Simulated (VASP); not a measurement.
# Cs (P6_3/mmc) in VASP: single point with PBEsol

Aim: the single point of Cs with PBEsol.

All numbers are computed with VASP 6.6.1; they aren't measurements. Logs are shortened: lines on timing, memory, paths and dates and some standing lists are left out, and cuts for length are marked.

## (1) The cell of the first run

It takes space group P6_3/mmc (No. 194, hexagonal). Conventional cell: a = 4.771 Å, b = 4.771 Å, c = 16.648 Å, α = 90.00°, β = 90.00°, γ = 120.00°.

## (2) Single point, PBEsol (Na replaced by Cs, lengths x 1.282, strained)

INCAR reads:

```
PREC = Accurate
ENCUT = 520
EDIFF = 1E-6
ISMEAR = 0
SIGMA = 0.1
LREAL = False
LASPH = True
NELM = 100
ALGO = Normal
ISIF = 2
LWAVE = False
LCHARG = False
GGA = PS
NBANDS = 26
```

KPOINTS reads:

```
Automatic mesh
0
Gamma
  12 12 4
```

POSCAR reads:

```
Cs
1.0
    4.7713738622      0.0000000000      0.0000000000
   -2.3856869311      4.1321309757      0.0000000000
    0.0000000000      0.0000000000     16.6481189474
Cs
4
Direct
    0.0000000000      0.0000000000      0.0000000000
    0.3333333300      0.6666666700      0.2500000000
    0.0000000000      0.0000000000      0.5000000000
    0.6666666700      0.3333333300      0.7500000000
```

Potentials or basis: VASP PAW PBE potentials, release 64 (Cs_sv).

Launch:

```sh
> cat potpaw_PBE.64/Cs_sv/POTCAR > POTCAR
> mpirun -np 1 vasp_std > vasp.out
```

OUTCAR:

```text
PREC = Accurate
   ENCUT = 520
   EDIFF = 1E-6
   ISMEAR = 0
   LREAL = False
   LASPH = True
   NELM = 100
   ISIF = 2
   GGA = PS

 ion  position               nearest neighbor table
   1  0.000  0.000  0.000-
   2  0.333  0.667  0.250-
   3  0.000  0.000  0.500-
   4  0.667  0.333  0.750-

  LATTYP: Found a hexagonal cell.
 ALAT       =     4.7713738622
 C/A-ratio  =     3.4891667323

  Lattice vectors:

 A1 = (   4.7713738622,   0.0000000000,   0.0000000000)
 A2 = (  -2.3856869311,   4.1321309757,   0.0000000000)
 A3 = (   0.0000000000,   0.0000000000,  16.6481189474)

Analysis of symmetry for initial positions (statically):
=====================================================================
 Subroutine PRICEL returns:
 Original cell was already a primitive cell.

 Routine SETGRP: Setting up the symmetry group for a
 hexagonal supercell.

 Subroutine GETGRP returns: Found 24 space group operations
 (whereof 12 operations were pure point group operations)
 out of a pool of 24 trial point group operations.

The static configuration has the point symmetry D_3d.
 The point group associated with its full space group is D_6h.

Analysis of symmetry for dynamics (positions and initial velocities):
=====================================================================
 Subroutine PRICEL returns:
 Original cell was already a primitive cell.

 Routine SETGRP: Setting up the symmetry group for a
 hexagonal supercell.

 Subroutine GETGRP returns: Found 24 space group operations
 (whereof 12 operations were pure point group operations)
 out of a pool of 24 trial point group operations.

The dynamic configuration has the point symmetry D_3d.
 The point group associated with its full space group is D_6h.

 Subroutine INISYM returns: Found 24 space group operations
 (whereof 12 operations are pure point group operations),
 and found     1 'primitive' translations

----------------------------------------------------------------------------------------

                                     Primitive cell

  volume of cell :     328.2333

  direct lattice vectors                    reciprocal lattice vectors
     4.771373862  0.000000000  0.000000000     0.209583241  0.121002941  0.000000000
    -2.385686931  4.132130976  0.000000000     0.000000000  0.242005882  0.000000000
     0.000000000  0.000000000 16.648118947     0.000000000  0.000000000  0.060066846

  length of vectors
     4.771373862  4.771373862 16.648118947     0.242005882  0.242005882  0.060066846

  position of ions in fractional coordinates (direct lattice)
     0.000000000  0.000000000  0.000000000
     0.333333330  0.666666670  0.250000000
     0.000000000  0.000000000  0.500000000
     0.666666670  0.333333330  0.750000000

  ion indices of the primitive-cell ions
   primitive index   ion index
                 1           1
                 2           2
                 3           3
                 4           4

----------------------------------------------------------------------------------------

 KPOINTS: Automatic mesh

Automatic generation of k-mesh.
 Grid dimensions read from file:
 generate k-points for:   12   12    4

 Generating k-lattice:

  Cartesian coordinates                     Fractional coordinates (reciprocal lattice)
     0.017465270  0.010083578  0.000000000     0.083333333  0.000000000  0.000000000
     0.000000000  0.020167157  0.000000000     0.000000000  0.083333333  0.000000000
     0.000000000  0.000000000  0.015016712     0.000000000  0.000000000  0.250000000

  Length of vectors
     0.020167157  0.020167157  0.015016712

  Shift w.r.t. Gamma in fractional coordinates (k-lattice)
     0.000000000  0.000000000  0.000000000

 Subroutine IBZKPT returns following result:
 ===========================================

 Found     57 irreducible k-points:

 Following reciprocal coordinates:
            Coordinates               Weight
  0.000000  0.000000  0.000000      1.000000
  0.083333 -0.000000  0.000000      6.000000
  0.166667  0.000000  0.000000      6.000000
  0.250000 -0.000000  0.000000      6.000000
  0.333333 -0.000000  0.000000      6.000000
  0.416667 -0.000000  0.000000      6.000000
[... 16 lines left out ...]
  0.250000 -0.000000  0.250000     12.000000
  0.333333 -0.000000  0.250000     12.000000
 [... further k-points ...]
   k-points           NKPTS =     57   k-points in BZ     NKDIM =     57   number of bands    NBANDS=     26
   number of dos      NEDOS =    301   number of ions     NIONS =      4
   total plane-waves  NPLWV = 163296
   dimension x,y,z NGX =    36 NGY =   36 NGZ =  126
   dimension x,y,z NGXF=    72 NGYF=   72 NGZF=  252
   ions per type =               4
   NGX,Y,Z   is equivalent  to a cutoff of  12.54, 12.54, 12.58 a.u.
   NGXF,Y,Z  is equivalent  to a cutoff of  25.09, 25.09, 25.16 a.u.
 SYSTEM =  unknown system
   PREC   = accura    normal or accurate (medium, high low for compatibility)
   ISTART =      0    job   : 0-new  1-cont  2-samecut
   ICHARG =      2    charge: 1-file 2-atom 10-const
   ISPIN  =      1    spin polarized calculation?
   LNONCOLLINEAR =      F non collinear calculations
   LSORBIT =      F    spin-orbit coupling
   LASPH  =      T    aspherical Exc in radial PAW
   ENCUT  =  520.0 eV  38.22 Ry    6.18 a.u.   8.87  8.87 30.95*2*pi/ulx,y,z
   NELM   =    100;   NELMIN=  2; NELMDL= -5     # of ELM steps
   EDIFF  = 0.1E-05   stopping-criterion for ELM
   LREAL  =      F    real-space projection
   EDIFFG = 0.1E-04   stopping-criterion for IOM
   NSW    =      0    number of steps for IOM
   IBRION =     -1    ionic relax: 0-MD 1-quasi-New 2-CG
   NFREE  =      0    steps in history (QN), initial steepest desc. (CG)
   ISIF   =      2    stress and relaxation
   ISYM   =      2    0-nonsym 1-usesym 2-fastsym
   POTIM  = 0.5000    time-step for ionic-motion
   TEBEG  =    0.0;   TEEND  =   0.0 temperature during run
   PSTRESS=    0.0 pullay stress
   NELECT =      36.0000    total number of electrons
   NUPDOWN=      -1.0000    fix difference up-down
   EMIN   =  10.00;   EMAX   =-10.00  energy-range for DOS
   EFERMI =   0.00;   METHOD = LEGACY
   ISMEAR =     0;   SIGMA  =   0.10  broadening in eV -4-tet -1-fermi 0-gaus
   EFERMI_NEDOS =   21; number of points for ismear=-14 and -15
   IALGO  =     38    algorithm
   IMIX   =      4    mixing-type and parameters
     AMIX     =   0.40;   BMIX     =  1.00
     AMIX_MAG =   1.60;   BMIX_MAG =  1.00
  volume/ion in A,a.u.               =      82.06       553.76
  Fermi-wavevector in a.u.,A,eV,Ry     =   0.783637  1.480859  8.355154  0.614086
  Thomas-Fermi vector in A             =   1.887606
   LORBIT       =      0    0 simple, 1 ext, 2 COOP (PROOUT), +10 PAW based schemes
   GGA     = PS    functional components
   LHFCALC =     F    Hartree Fock is set to
   AEXX    =    0.0000 exact exchange contribution
   IVDW    =     0    specifies the selected vdW correction
   LEPSILON=     F    determine dielectric tensor
   LRPA    =     F    only Hartree local field effects (RPA)
 non-spin polarized calculation
 Gauss-broadening in eV      SIGMA  =   0.10
  energy-cutoff  :      520.00
  volume of cell :      328.23
 maximum number of plane-waves:      8883
 NGX is ok and might be reduce to    36
   NGX = 17   NGY = 17   NGZ = 61

 number of electron      35.9999999 magnetization

 Free energy of the ion-electron system (eV)
  ---------------------------------------------------
  ext. energy  EPLUGINS =         0.00000000
  ---------------------------------------------------
  free energy    TOTEN  =        -3.50855267 eV

  energy without entropy =       -3.47526991  energy(sigma->0) =       -3.49191129

 E-fermi :   1.3421     XC(G=0):  -6.4400

 val. band max:        1.3378710250   @ k =   0.3333   0.1667   0.2500
 cond. band min:       1.3528752550   @ k =   0.2500   0.2500   0.0000
 fundamental gap:      0.0150042299
 Fermi energy:         1.3421367061

 k-point     1 :       0.0000    0.0000    0.0000
  band No.  band energies     occupation
      1     -22.3638      2.00000
      2     -22.3548      2.00000
      3     -22.3509      2.00000
      4     -22.3418      2.00000
      5      -9.3601      2.00000
      6      -9.1911      2.00000
[... 18 lines left out ...]
     25       3.9291      0.00000
     26       4.0110      0.00000

 k-point     2 :       0.0833   -0.0000    0.0000
  band No.  band energies     occupation
      1     -22.3618      2.00000
      2     -22.3530      2.00000
      3     -22.3492      2.00000
      4     -22.3404      2.00000
      5      -9.3509      2.00000
      6      -9.1905      2.00000
[... 18 lines left out ...]
     25       3.7185      0.00000
     26       3.8324      0.00000

 k-point     3 :       0.1667    0.0000    0.0000
  band No.  band energies     occupation
      1     -22.3562      2.00000
      2     -22.3484      2.00000
      3     -22.3446      2.00000
      4     -22.3367      2.00000
      5      -9.3248      2.00000
      6      -9.1958      2.00000
[... 18 lines left out ...]
     25       3.4257      0.00000
     26       3.4556      0.00000

 k-point     4 :       0.2500   -0.0000    0.0000
  band No.  band energies     occupation
      1     -22.3483      2.00000
      2     -22.3420      2.00000
      3     -22.3382      2.00000
      4     -22.3318      2.00000
      5      -9.2878      2.00000
      6      -9.2413      2.00000
[... 18 lines left out ...]
     25       3.1317      0.00000
     26       3.1657      0.00000
[... 496 lines left out ...]
      1     -22.3555      2.00000
      2     -22.3506      2.00000
      3     -22.3423      2.00000
      4     -22.3374      2.00000
      5      -9.3150      2.00000
      6      -9.2450      2.00000
[... 18 lines left out ...]
     25       3.3509      0.00000
     26       3.5317      0.00000

 k-point    23 :       0.2500   -0.0000    0.2500
  band No.  band energies     occupation
      1     -22.3478      2.00000
      2     -22.3437      2.00000
      3     -22.3364      2.00000
      4     -22.3324      2.00000
      5      -9.2842      2.00000
      6      -9.2567      2.00000
[... 18 lines left out ...]
     25       3.1048      0.00000
     26       3.2185      0.00000

 k-point    24 :       0.3333   -0.0000    0.2500
  band No.  band energies     occupation
      1     -22.3397      2.00000
      2     -22.3367      2.00000
      3     -22.3306      2.00000
      4     -22.3276      2.00000
      5      -9.3206      2.00000
      6      -9.3064      2.00000
[... 18 lines left out ...]
     25       3.1110      0.00000
     26       3.1686      0.00000

 [... further k-points ...]
[... 5 lines left out ...]
  --------------------------------------------------------------------------------------
  -------------------------------------------------------------------------------------
  Total        2.0893641      2.0893641      1.2696660      0.0000000      0.0000000      0.0000000
  in kB       10.1986341     10.1986341      6.1975119      0.0000000      0.0000000      0.0000000
  external PRESSURE =       8.8649267 kB  Pullay stress =       0.0000000 kB

 VOLUME and BASIS-vectors are now :
 -----------------------------------------------------------------------------
  energy-cutoff  :      520.00
  volume of cell :      328.23
      direct lattice vectors                 reciprocal lattice vectors
     4.771373862  0.000000000  0.000000000     0.209583241  0.121002941  0.000000000
    -2.385686931  4.132130976  0.000000000     0.000000000  0.242005882  0.000000000
     0.000000000  0.000000000 16.648118947     0.000000000  0.000000000  0.060066846

 POSITION                                       TOTAL-FORCE (eV/Angst)
 -----------------------------------------------------------------------------------
      0.00000      0.00000      0.00000         0.000000      0.000000      0.000000
     -0.00000      2.75475      4.16203        -0.000000     -0.000000      0.000000
      0.00000      0.00000      8.32406         0.000000      0.000000      0.000000
      2.38569      1.37738     12.48609         0.000000      0.000000     -0.000000
 -----------------------------------------------------------------------------------
    total drift:                               -0.000000      0.000000     -0.000000

  FREE ENERGIE OF THE ION-ELECTRON SYSTEM (eV)
  ---------------------------------------------------
  free  energy   TOTEN  =        -3.5085526675 eV

  energy  without entropy=       -3.4752699108  energy(sigma->0) =       -3.49191129
```

It took 6.3 min on 1 thread of AMD EPYC 7R13 (Zen 3), shared host; peak memory 0.57 GiB.

Results:

```
Free energy            : -3.5086 eV
Pressure               : 0.9 GPa
Band gap on the k mesh : zero (band 18 reaches 2.11 eV, above the bottom of band 19 at 0.10 eV)
```

Caveat: the cell differs from its parent crystal (Na replaced by Cs, lengths x 1.282, strained); the PAW data sets were made with another functional, which shifts forces and pressure a little; spin-orbit coupling is left out, which moves the levels of the heavy elements.
